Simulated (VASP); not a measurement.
Wanted: the native input for a VASP 6.6.1 run.

```yaml
Task: single point
Functional: PBE
Potentials_or_basis: VASP PAW PBE potentials, release 64 (Pt, Cl)
Cutoff: 520 eV
k_mesh: 6 × 6 × 6
Occupations: gaussian, width 0.1 eV
Spin: no spin polarisation
Dipole_correction: no
Further_INCAR_settings: ALGO = Normal; EDIFF = 1e-06; NBANDS = 20
```

The structure of Pt2Cl lies in POSCAR:

```
Pt2Cl
1.0
    4.6299381261      0.0000000000      0.0000000000
   -2.3149690630      4.0096440351      0.0000000000
    0.0000000000      0.0000000000      2.8013140073
Pt Cl
2 1
Direct
    0.3333333333      0.6666666667      0.5000000000
    0.6666666667      0.3333333333      0.5000000000
    0.0000000000      0.0000000000      0.0000000000
```

The input as run:

INCAR

```
SYSTEM = Pt2Cl
PREC = Accurate ; ENCUT = 520
EDIFF = 1E-6 ; ISMEAR = 0
SIGMA = 0.1 ; LREAL = .FALSE.
LASPH = .TRUE. ; NELM = 80
ALGO = Normal ; ISIF = 2
LWAVE = .FALSE. ; LCHARG = .FALSE.
GGA = PE ; NBANDS = 20
```

KPOINTS

```
Automatic mesh
0
G
  6 6 6
  0 0 0
```

Potentials or basis: VASP PAW PBE potentials, release 64 (Pt, Cl).

The run is started by

```sh
$ cat potpaw_PBE.64/Pt/POTCAR potpaw_PBE.64/Cl/POTCAR > POTCAR
$ mpirun -np 1 vasp_std > vasp.out
```

Results of the run:

The pressure is -0.3 GPa.

Caveat: the k points lie up to 0.37 Å⁻¹ apart; an odd number of electrons without spin polarisation forces a metal; a magnetic or distorted state may lie lower.

It took 19 s on 1 thread of AMD EPYC 9R14 (Zen 4), with other jobs on the host, peak memory 0.16 GiB.
